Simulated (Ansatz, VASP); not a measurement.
BN in VASP and in Ansatz

Contents of INCAR:

```
ALGO = Normal
EDIFF = 1E-6
ENCUT = 520
GGA = PS
ISIF = 2
ISMEAR = 0
LASPH = T
LCHARG = F
LREAL = F
LWAVE = F
NBANDS = 26
NELM = 80
PREC = Accurate
SIGMA = 0.05
```

File KPOINTS:

```
k-points
0
Gamma
  6 6 10
```

POSCAR

```
BN
1.0
    4.3652000000      0.0000000000      0.0000000000
    0.0000000000      4.3652000000      0.0000000000
    0.0000000000      0.0000000000      2.3096000000
B N
4 4
Direct
    0.1741337327      0.8258662673      0.5000000000
    0.3258662673      0.3258662673      0.0000000000
    0.6741337327      0.6741337327      0.0000000000
    0.8258662673      0.1741337327      0.5000000000
    0.8123909516      0.8123909516      0.5000000000
    0.3123909516      0.6876090484      0.0000000000
    0.6876090484      0.3123909516      0.0000000000
    0.1876090484      0.1876090484      0.5000000000
```

Input for Ansatz:

```yaml
crystal:
  lattice:
    - [4.3652, 0.0, 0.0]
    - [0.0, 4.3652, 0.0]
    - [0.0, 0.0, 2.3096]
  atoms:
    - { symbol: B, position: [0.1741337327, 0.8258662673, 0.5] }
    - { symbol: B, position: [0.3258662673, 0.3258662673, 0.0] }
    - { symbol: B, position: [0.6741337327, 0.6741337327, 0.0] }
    - { symbol: B, position: [0.8258662673, 0.1741337327, 0.5] }
    - { symbol: "N", position: [0.8123909516, 0.8123909516, 0.5] }
    - { symbol: "N", position: [0.3123909516, 0.6876090484, 0.0] }
    - { symbol: "N", position: [0.6876090484, 0.3123909516, 0.0] }
    - { symbol: "N", position: [0.1876090484, 0.1876090484, 0.5] }
basis:
  ecutwfc: 520.0
kpoints:
  mp_grid: { grid: [6, 6, 10] }
hamiltonian:
  xc: pbesol
  pseudopotentials: { kind: paw, azcp: { folder: soft_1 } }
scf:
  occupations: { method: gaussian, width: 0.05 }
output:
  forces: true
  stress: true
  eigenvalues: true
```

Alike in both runs: task single point; functional PBEsol; k mesh 6 × 6 × 10; occupations gaussian, width 0.05 eV; no spin polarisation.

|  | VASP | Ansatz |
| --- | --- | --- |
| version | VASP 6.6.1 | Ansatz 0.2.0 |
| potentials or method | VASP PAW PBE potentials, release 64 (B, N), cutoff 520 eV | scalar-relativistic, plane waves, PAW |
| valence electrons in the cell | 32 | 32 |

Ansatz gave:

- gap on the k mesh at the Fermi level (eV): 4.29
- least direct gap on the mesh (eV): 5.84
- rms of the force components (eV/Å): 0.602

Problem. Which values does VASP return?

Solution. gap on the k mesh at the Fermi level (eV): 4.27; least direct gap on the mesh (eV): 5.82; rms of the force components (eV/Å): 0.616.

VASP's potentials were made for PBE, not for PBEsol, and Ansatz warns of the same on its side. Atom by atom the forces differ by 0.015 eV/Å (rms over components).
